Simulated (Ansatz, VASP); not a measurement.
## Sc3B2N: VASP beside Ansatz

```
Sc B N
1.0
     3.29717    0.00000    0.00000
     0.00000    3.29717    0.00000
     0.00000    0.00000    7.67913
Sc B N
3 2 1
Direct
  0.00000 0.00000 0.63744
  0.00000 0.00000 0.25866
  0.50000 0.50000 0.96988
  0.00000 0.00000 0.93464
  0.50000 0.50000 0.44346
  0.50000 0.50000 0.25591
```

Change from the starting cell: species swapped into the Dy2CuAg3 type (P4mm, No. 99).

Alike in both runs: functional PBE; k mesh 12 × 12 × 6; occupations gaussian, width 0.1 eV; no spin polarisation.

Ansatz relaxed the structure, and its values are those at the end. VASP's run is a single point on that final structure, the one shown.

|  | VASP | Ansatz |
| --- | --- | --- |
| version | VASP 6.6.1 | Ansatz 0.2.0 |
| potentials or method | VASP PAW PBE potentials, release 64 (Sc_sv, B, N), cutoff 520 eV | scalar-relativistic, plane waves, PAW |
| valence electrons in the cell | 44 | 44 |

Ansatz gave:

| Item | Value |
| --- | --- |
| gap on the k mesh at the Fermi level (eV) | none |
| pressure (GPa) | 0.0 |
| rms of the force components (eV/Å) | 0.002 |

Q: What did VASP give for the same quantities?

A: gap on the k mesh at the Fermi level (eV): none; pressure (GPa): 0.3; rms of the force components (eV/Å): 0.010.

A gap of «none» marks a metal or a gap that the smearing closes. With one functional, cell and mesh, what is left measures potentials, basis and numerics.
